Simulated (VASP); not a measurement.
Set up this calculation in VASP 6.6.1, as the native input.

* Task: single point
* Functional: PBE
* Potentials or basis: VASP PAW PBE potentials, release 64 (Sc_sv, Al)
* Cutoff: 520 eV
* k mesh: 11 × 11 × 4
* Occupations: gaussian, width 0.15 eV
* Spin: no spin polarisation
* Dipole correction: no
* Further INCAR settings: ALGO = Fast; EDIFF = 1e-06; NBANDS = 42

The structure of ScAl3 lies in POSCAR:

```
ScAl3
1.0
    0.0000000000     -4.1053305960      0.0000000000
    0.0000000000      0.0000000000     -4.1053305960
   12.5659917880      0.0000000000      0.0000000000
Sc Al
3 9
Direct
    1.0000000000      1.0000000000      0.8984132779
    1.0000000000      1.0000000000      0.2450099230
    1.0000000000      1.0000000000      0.5717116005
    0.0000000000      0.5000000000      0.0816590843
    0.0000000000      0.5000000000      0.4083607617
    0.0000000000      0.5000000000      0.7350624392
    0.5000000000      0.5000000000      0.8984132779
    0.5000000000      0.5000000000      0.2450099230
    0.5000000000      0.5000000000      0.5717116005
    0.5000000000      0.0000000000      0.0816590843
    0.5000000000      0.0000000000      0.4083607617
    0.5000000000      0.0000000000      0.7350624392
```

This cell differs from its parent crystal: the distance across one plane changed.

One way to write it, as run:

INCAR

```
SYSTEM = ScAl3
ALGO     = Fast           ! electronic algorithm
EDIFF    = 1E-6           ! SCF threshold, eV
ENCUT    = 520            ! plane-wave cutoff, eV
GGA      = PE             ! functional
ISIF     = 2              ! what is computed and relaxed
ISMEAR   = 0              ! smearing method
LASPH    = .TRUE.         ! aspherical terms in the spheres
LCHARG   = .FALSE.        ! write CHGCAR
LREAL    = .FALSE.        ! projectors in reciprocal space
LWAVE    = .FALSE.        ! write WAVECAR
NBANDS   = 42             ! bands
NELM     = 60             ! most SCF steps
PREC     = Accurate       ! precision mode
SIGMA    = 0.15           ! smearing width, eV
```

KPOINTS

```
k-points
0
G
  11 11 4
  0 0 0
```

Potentials or basis: VASP PAW PBE potentials, release 64 (Sc_sv, Al).

Launch:

```bash
$ cat potpaw_PBE.64/Sc_sv/POTCAR potpaw_PBE.64/Al/POTCAR > POTCAR
$ mpirun -np 1 vasp_std > vasp.out
```

Results of the run:

```
Pressure               : -1.3 GPa
Largest force          : 0.836 eV/Å
Band gap on the k mesh : zero (bands 30 and 31 overlap by 2.12 eV)
```

Caveat: the cell differs from its parent crystal (the distance across one plane changed).

Run time: 8.1 min on 1 thread of AMD EPYC 9R45 96-Core Processor (Zen 5), on a shared host, peak memory 0.54 GiB.
